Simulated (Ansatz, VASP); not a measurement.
WS2 in VASP and in Ansatz

The input INCAR:

```
SYSTEM = WS2
PREC     = Accurate       ! precision mode
ENCUT    = 520            ! plane-wave cutoff, eV
EDIFF    = 1E-6           ! SCF threshold, eV
ISMEAR   = 0              ! smearing method
SIGMA    = 0.05           ! smearing width, eV
LREAL    = .FALSE.        ! projectors in reciprocal space
LASPH    = .TRUE.         ! aspherical terms in the spheres
NELM     = 60             ! most SCF steps
ALGO     = Normal         ! electronic algorithm
ISIF     = 2              ! what is computed and relaxed
LWAVE    = .FALSE.        ! write WAVECAR
LCHARG   = .TRUE.         ! write CHGCAR
GGA      = PS             ! functional
LELF     = .TRUE.         ! ELF
LVHAR    = .TRUE.       
NBANDS   = 20             ! bands
```

KPOINTS

```
regular mesh
0
G
  12 12 12
  0 0 0
```

The input POSCAR:

```
WS2
1.0
    1.7053204150      0.9845672007      6.4098632000
   -1.7053204150      0.9845672007      6.4098632000
    0.0000000000     -1.9691344013      6.4098632000
W S
1 2
Direct
    0.0000000000      0.0000000000      0.0000000000
    0.7503000000      0.7503000000      0.7503000000
    0.5810000000      0.5810000000      0.5810000000
```

Input for Ansatz:

```yaml
crystal:
  lattice:
    - [1.705320415, 0.9845672007, 6.4098632]
    - [-1.705320415, 0.9845672007, 6.4098632]
    - [0.0, -1.9691344013, 6.4098632]
  atoms:
    - { symbol: W, position: [0.0, 0.0, 0.0] }
    - { symbol: S, position: [0.7503, 0.7503, 0.7503] }
    - { symbol: S, position: [0.581, 0.581, 0.581] }
basis:
  ecutwfc: 420
kpoints:
  mp_grid: { grid: [12, 12, 12] }
hamiltonian:
  xc: pbesol
scf:
  occupations: { method: gaussian, width: 0.05 }
output:
  forces: true
  stress: true
  eigenvalues: true
```

Change from the starting cell: strain +0.080 along x and y, +0.040 along z, atoms carried along.

Alike in both runs: task single point; functional PBEsol; k mesh 12 × 12 × 12; occupations gaussian, width 0.05 eV; no spin polarisation.

```csv
,VASP,Ansatz
version,VASP 6.6.1,Ansatz 0.2.0
potentials or method,"VASP PAW PBE potentials, release 64 (W_sv, S), cutoff 520 eV","scalar-relativistic, plane waves, PAW"
valence electrons in the cell,26,26
```

VASP gave:

* gap on the k mesh at the Fermi level (eV): 0.74
* least direct gap on the mesh (eV): 1.29
* pressure (GPa): -21.3
* traceless stress, the component that is largest in VASP (GPa): 2.58
* rms of the force components (eV/Å): 1.075

Task: Which values does Ansatz return?

Result: gap on the k mesh at the Fermi level (eV): 0.73; least direct gap on the mesh (eV): 1.29; pressure (GPa): -21.3; traceless stress, the component that is largest in VASP (GPa): 2.56; rms of the force components (eV/Å): 1.080.

VASP's potentials were made for PBE, not for PBEsol. Atom by atom the forces differ by 0.005 eV/Å (rms over components). The functional is the same, so the differences come from potentials, cutoffs and numerics.

Spin-orbit coupling is off throughout.
